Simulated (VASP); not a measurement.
# SiNi3 (Pm-3m) in VASP: a series of runs

SiNi3 is run at these levels: r2SCAN; tasks: single point, relaxation of cell and atoms.

Program: VASP 6.6.1. These are calculated values, not measurements. Logs are shortened: lines on timing, memory, paths and dates and some standing lists are left out, and cuts for length are marked.

## (1) The cell of the first run

The structure is cubic, space group Pm-3m (No. 221). Conventional cell: a = 3.465 Å, b = 3.465 Å, c = 3.465 Å, α = 90.00°, β = 90.00°, γ = 90.00°. Within 3.2 Å of Si (site symmetry m-3m) lie 12 Ni at 2.45 Å. Ni (site symmetry 4/mmm) has 4 Si at 2.45 Å and 8 Ni at 2.45 Å within 3.2 Å.

## (2) Single point, r2SCAN

POSCAR reads:

```
SiNi3
1.0
    3.4645079434      0.0000000000      0.0000000000
    0.0000000000      3.4645079434      0.0000000000
    0.0000000000      0.0000000000      3.4645079434
Si Ni
1 3
Direct
    0.0000000000      0.0000000000      0.0000000000
    0.0000000000      0.5000000000      0.5000000000
    0.5000000000      0.0000000000      0.5000000000
    0.5000000000      0.5000000000      0.0000000000
```

INCAR.step1 reads:

```
SYSTEM = SiNi3
ALGO = Normal ; EDIFF = 1E-4
ENCUT = 520 ; GGA = PE
ISMEAR = 0 ; LASPH = .TRUE.
LCHARG = .FALSE. ; LREAL = .FALSE.
LWAVE = .TRUE. ; NBANDS = 25
NELM = 100 ; PREC = Accurate
SIGMA = 0.1
```

INCAR.step2 reads:

```
SYSTEM = SiNi3
ALGO = Normal ; EDIFF = 1E-6
ENCUT = 520 ; ISIF = 2
ISMEAR = 0 ; ISTART = 1
LASPH = .TRUE. ; LCHARG = .FALSE.
LMIXTAU = .TRUE. ; LREAL = .FALSE.
LWAVE = .FALSE. ; METAGGA = R2SCAN
NBANDS = 25 ; NELM = 100
PREC = Accurate ; SIGMA = 0.1
```

KPOINTS reads:

```
k-points
0
G
  12 12 12
  0 0 0
```

Potentials or basis: VASP PAW PBE potentials, release 64 (Si, Ni).

Command:

```
cat potpaw_PBE.64/Si/POTCAR potpaw_PBE.64/Ni/POTCAR > POTCAR
cp INCAR.step1 INCAR
mpirun -np 1 vasp_std > vasp.out
cp INCAR.step2 INCAR
mpirun -np 1 vasp_std > vasp.out
```

OUTCAR:

```text
SYSTEM = SiNi3
   EDIFF = 1E-6
   ENCUT = 520
   ISIF = 2
   ISMEAR = 0
   ISTART = 1
   LASPH = .TRUE.
   LREAL = .FALSE.
   METAGGA = R2SCAN
   NELM = 100
   PREC = Accurate

 ion  position               nearest neighbor table
   1  0.000  0.000  0.000-   2 2.45   3 2.45   4 2.45   2 2.45   3 2.45   2 2.45   4 2.45   2 2.45
                             3 2.45   4 2.45   3 2.45   4 2.45
   2  0.000  0.500  0.500-   1 2.45   3 2.45   4 2.45   1 2.45   4 2.45   1 2.45   3 2.45   1 2.45
                             3 2.45   4 2.45   4 2.45   3 2.45
   3  0.500  0.000  0.500-   1 2.45   2 2.45   4 2.45   1 2.45   4 2.45   2 2.45   4 2.45   4 2.45
                             1 2.45   2 2.45   1 2.45   2 2.45
   4  0.500  0.500  0.000-   1 2.45   2 2.45   3 2.45   2 2.45   3 2.45   1 2.45   3 2.45   3 2.45
                             1 2.45   2 2.45   2 2.45   1 2.45

  LATTYP: Found a simple cubic cell.
 ALAT       =     3.4645079434

  Lattice vectors:

 A1 = (   3.4645079434,   0.0000000000,   0.0000000000)
 A2 = (   0.0000000000,   3.4645079434,   0.0000000000)
 A3 = (   0.0000000000,   0.0000000000,   3.4645079434)

Analysis of symmetry for initial positions (statically):
=====================================================================
 Subroutine PRICEL returns:
 Original cell was already a primitive cell.

 Routine SETGRP: Setting up the symmetry group for a
 simple cubic supercell.

 Subroutine GETGRP returns: Found 48 space group operations
 (whereof 48 operations were pure point group operations)
 out of a pool of 48 trial point group operations.

The static configuration has the point symmetry O_h .

Analysis of symmetry for dynamics (positions and initial velocities):
=====================================================================
 Subroutine PRICEL returns:
 Original cell was already a primitive cell.

 Routine SETGRP: Setting up the symmetry group for a
 simple cubic supercell.

 Subroutine GETGRP returns: Found 48 space group operations
 (whereof 48 operations were pure point group operations)
 out of a pool of 48 trial point group operations.

The dynamic configuration has the point symmetry O_h .

 Subroutine INISYM returns: Found 48 space group operations
 (whereof 48 operations are pure point group operations),
 and found     1 'primitive' translations

----------------------------------------------------------------------------------------

                                     Primitive cell

  volume of cell :      41.5838

  direct lattice vectors                    reciprocal lattice vectors
     3.464507943  0.000000000  0.000000000     0.288641278  0.000000000  0.000000000
     0.000000000  3.464507943  0.000000000     0.000000000  0.288641278  0.000000000
     0.000000000  0.000000000  3.464507943     0.000000000  0.000000000  0.288641278

  length of vectors
     3.464507943  3.464507943  3.464507943     0.288641278  0.288641278  0.288641278

  position of ions in fractional coordinates (direct lattice)
     0.000000000  0.000000000  0.000000000
     0.000000000  0.500000000  0.500000000
     0.500000000  0.000000000  0.500000000
     0.500000000  0.500000000  0.000000000

  ion indices of the primitive-cell ions
   primitive index   ion index
                 1           1
                 2           2
                 3           3
                 4           4

----------------------------------------------------------------------------------------

 KPOINTS: k-points

Automatic generation of k-mesh.
 Grid dimensions read from file:
 generate k-points for:   12   12   12

 Generating k-lattice:

  Cartesian coordinates                     Fractional coordinates (reciprocal lattice)
     0.024053440  0.000000000  0.000000000     0.083333333  0.000000000  0.000000000
     0.000000000  0.024053440  0.000000000     0.000000000  0.083333333  0.000000000
     0.000000000  0.000000000  0.024053440     0.000000000  0.000000000  0.083333333

  Length of vectors
     0.024053440  0.024053440  0.024053440

  Shift w.r.t. Gamma in fractional coordinates (k-lattice)
     0.000000000  0.000000000  0.000000000

 Subroutine IBZKPT returns following result:
 ===========================================

 Found     84 irreducible k-points:

 Following reciprocal coordinates:
            Coordinates               Weight
  0.000000  0.000000  0.000000      1.000000
  0.083333  0.000000  0.000000      6.000000
  0.166667  0.000000  0.000000      6.000000
  0.250000  0.000000  0.000000      6.000000
  0.333333  0.000000  0.000000      6.000000
  0.416667  0.000000  0.000000      6.000000
[... 16 lines left out ...]
  0.333333  0.333333  0.000000     12.000000
  0.416667  0.333333  0.000000     24.000000
 [... further k-points ...]
   k-points           NKPTS =     84   k-points in BZ     NKDIM =     84   number of bands    NBANDS=     25
   number of dos      NEDOS =    301   number of ions     NIONS =      4
   total plane-waves  NPLWV =  21952
   dimension x,y,z NGX =    28 NGY =   28 NGZ =   28
   dimension x,y,z NGXF=    56 NGYF=   56 NGZF=   56
   ions per type =               1   3
   NGX,Y,Z   is equivalent  to a cutoff of  13.44, 13.44, 13.44 a.u.
   NGXF,Y,Z  is equivalent  to a cutoff of  26.87, 26.87, 26.87 a.u.
 SYSTEM =  SiNi3
   PREC   = accura    normal or accurate (medium, high low for compatibility)
   ISTART =      1    job   : 0-new  1-cont  2-samecut
   ICHARG =      0    charge: 1-file 2-atom 10-const
   ISPIN  =      1    spin polarized calculation?
   LNONCOLLINEAR =      F non collinear calculations
   LSORBIT =      F    spin-orbit coupling
   LASPH  =      T    aspherical Exc in radial PAW
   ENCUT  =  520.0 eV  38.22 Ry    6.18 a.u.   6.44  6.44  6.44*2*pi/ulx,y,z
   NELM   =    100;   NELMIN=  2; NELMDL=  0     # of ELM steps
   EDIFF  = 0.1E-05   stopping-criterion for ELM
   LREAL  =      F    real-space projection
   EDIFFG = 0.1E-04   stopping-criterion for IOM
   NSW    =      0    number of steps for IOM
   IBRION =     -1    ionic relax: 0-MD 1-quasi-New 2-CG
   NFREE  =      0    steps in history (QN), initial steepest desc. (CG)
   ISIF   =      2    stress and relaxation
   ISYM   =      2    0-nonsym 1-usesym 2-fastsym
   POTIM  = 0.5000    time-step for ionic-motion
   TEBEG  =    0.0;   TEEND  =   0.0 temperature during run
   PSTRESS=    0.0 pullay stress
   NELECT =      34.0000    total number of electrons
   NUPDOWN=      -1.0000    fix difference up-down
   EMIN   =  10.00;   EMAX   =-10.00  energy-range for DOS
   EFERMI =   0.00;   METHOD = LEGACY
   ISMEAR =     0;   SIGMA  =   0.10  broadening in eV -4-tet -1-fermi 0-gaus
   EFERMI_NEDOS =   21; number of points for ismear=-14 and -15
   IALGO  =     38    algorithm
   IMIX   =      4    mixing-type and parameters
     AMIX     =   0.40;   BMIX     =  1.00
     AMIX_MAG =   1.60;   BMIX_MAG =  1.00
  volume/ion in A,a.u.               =      10.40        70.16
  Fermi-wavevector in a.u.,A,eV,Ry     =   1.530827  2.892844 31.884337  2.343433
  Thomas-Fermi vector in A             =   2.638256
   LORBIT       =      0    0 simple, 1 ext, 2 COOP (PROOUT), +10 PAW based schemes
   METAGGA = R2SCAN    functional components
   LHFCALC =     F    Hartree Fock is set to
   AEXX    =    0.0000 exact exchange contribution
   IVDW    =     0    specifies the selected vdW correction
   LEPSILON=     F    determine dielectric tensor
   LRPA    =     F    only Hartree local field effects (RPA)
 non-spin polarized calculation
 Gauss-broadening in eV      SIGMA  =   0.10
  energy-cutoff  :      520.00
  volume of cell :       41.58
 maximum number of plane-waves:      1141
 NGX is ok and might be reduce to    28
   NGX = 13   NGY = 13   NGZ = 13

 number of electron      33.9999971 magnetization

 Free energy of the ion-electron system (eV)
  ---------------------------------------------------
  ext. energy  EPLUGINS =         0.00000000
  ---------------------------------------------------
  free energy    TOTEN  =       -46.37852665 eV

  energy without entropy =      -46.36803041  energy(sigma->0) =      -46.37327853

 E-fermi :  11.0272     XC(G=0): -14.4144

 val. band max:       11.0048781835   @ k =   0.0833   0.0833   0.0833
 cond. band min:      11.0290518784   @ k =   0.0833   0.0833   0.0000
 fundamental gap:      0.0241736949
 Fermi energy:        11.0272154869

 k-point     1 :       0.0000    0.0000    0.0000
  band No.  band energies     occupation
      1      -1.7675      2.00000
      2       5.7121      2.00000
      3       6.5966      2.00000
      4       6.5966      2.00000
      5       7.1818      2.00000
      6       7.1818      2.00000
[... 17 lines left out ...]
     24      22.5343      0.00000
     25      22.5343      0.00000

 k-point     2 :       0.0833    0.0000    0.0000
  band No.  band energies     occupation
      1      -1.6797      2.00000
      2       5.7338      2.00000
      3       6.4693      2.00000
      4       6.6588      2.00000
      5       7.1721      2.00000
      6       7.1721      2.00000
[... 17 lines left out ...]
     24      22.2061      0.00000
     25      22.3006      0.00000

 k-point     3 :       0.1667    0.0000    0.0000
  band No.  band energies     occupation
      1      -1.4196      2.00000
      2       5.6349      2.00000
      3       6.2113      2.00000
      4       6.8386      2.00000
      5       7.1389      2.00000
      6       7.1389      2.00000
[... 17 lines left out ...]
     24      21.1863      0.00000
     25      21.8358      0.00000

 k-point     4 :       0.2500    0.0000    0.0000
  band No.  band energies     occupation
      1      -0.9993      2.00000
      2       4.9582      2.00000
      3       6.2782      2.00000
      4       7.0780      2.00000
      5       7.0780      2.00000
      6       7.1133      2.00000
[... 17 lines left out ...]
     24      19.8528      0.00000
     25      22.0252      0.00000
[... 477 lines left out ...]
 k-point    22 :       0.5000    0.2500    0.0000
  band No.  band energies     occupation
      1       1.0647      2.00000
      2       3.3683      2.00000
      3       5.8470      2.00000
      4       6.7804      2.00000
      5       7.0701      2.00000
      6       7.8357      2.00000
[... 17 lines left out ...]
     24      21.5859      0.00000
     25      21.8818      0.00000

 k-point    23 :       0.3333    0.3333    0.0000
  band No.  band energies     occupation
      1       0.7275      2.00000
      2       4.7999      2.00000
      3       4.8985      2.00000
      4       6.7773      2.00000
      5       7.0628      2.00000
      6       7.7078      2.00000
[... 17 lines left out ...]
     24      21.6195      0.00000
     25      22.4550      0.00000

 k-point    24 :       0.4167    0.3333    0.0000
  band No.  band energies     occupation
      1       1.2257      2.00000
      2       4.1367      2.00000
      3       5.1130      2.00000
      4       6.7323      2.00000
      5       7.1522      2.00000
      6       7.8812      2.00000
[... 17 lines left out ...]
     24      21.6288      0.00000
     25      22.7903      0.00000

 [... further k-points ...]
[... 5 lines left out ...]
  --------------------------------------------------------------------------------------
  -------------------------------------------------------------------------------------
  Total        0.0974471      0.0974471      0.0974471      0.0000000      0.0000000      0.0000000
  in kB        3.7545225      3.7545225      3.7545225      0.0000000      0.0000000      0.0000000
  external PRESSURE =       3.7545225 kB  Pullay stress =       0.0000000 kB

 VOLUME and BASIS-vectors are now :
 -----------------------------------------------------------------------------
  energy-cutoff  :      520.00
  volume of cell :       41.58
      direct lattice vectors                 reciprocal lattice vectors
     3.464507943  0.000000000  0.000000000     0.288641278  0.000000000  0.000000000
     0.000000000  3.464507943  0.000000000     0.000000000  0.288641278  0.000000000
     0.000000000  0.000000000  3.464507943     0.000000000  0.000000000  0.288641278

 POSITION                                       TOTAL-FORCE (eV/Angst)
 -----------------------------------------------------------------------------------
      0.00000      0.00000      0.00000         0.000000      0.000000      0.000000
      0.00000      1.73225      1.73225         0.000000      0.000000      0.000000
      1.73225      0.00000      1.73225         0.000000      0.000000      0.000000
      1.73225      1.73225      0.00000         0.000000      0.000000      0.000000
 -----------------------------------------------------------------------------------
    total drift:                                0.000000      0.000000      0.000000

  FREE ENERGIE OF THE ION-ELECTRON SYSTEM (eV)
  ---------------------------------------------------
  free  energy   TOTEN  =       -46.3785266464 eV

  energy  without entropy=      -46.3680304107  energy(sigma->0) =      -46.37327853
```

Wall time 3.4 min (1 thread of Intel Xeon Platinum 8488C (Sapphire Rapids), shared host); peak memory 0.21 GiB.

What came out:

```yaml
Free_energy: -46.3785 eV
Pressure: 0.4 GPa
Band_gap_on_the_k_mesh: zero (band 17 reaches 11.07 eV, above the bottom of band 18 at 10.80 eV)
```

Levels at points of the mesh, in eV from the Fermi level:
```tsv
k point	band 13	band 14	band 15	band 16	band 17	band 18	band 19	band 20	band 21	band 22
(0.00, 0.00, 0.00)	-1.01	-0.76	-0.76	-0.37	0.05	0.05	0.05	5.62	6.72	6.72
(0.50, 0.00, 0.00)	-1.41	-1.41	-1.28	-0.69	0.05	3.91	3.91	5.58	5.58	6.05
(0.50, 0.50, 0.00)	-1.62	-1.60	-1.22	-1.11	-1.00	0.68	0.68	6.09	6.99	8.13
(0.50, 0.50, 0.50)	-1.65	-1.37	-1.37	-0.52	-0.23	-0.23	-0.23	1.53	4.38	4.38
```

Caveat: the PAW data sets were made with another functional, which shifts forces and pressure a little. Spin polarisation is off, so any magnetic state and its effect on volume and gap are missing.

(Part 1 of 2 ends here.)
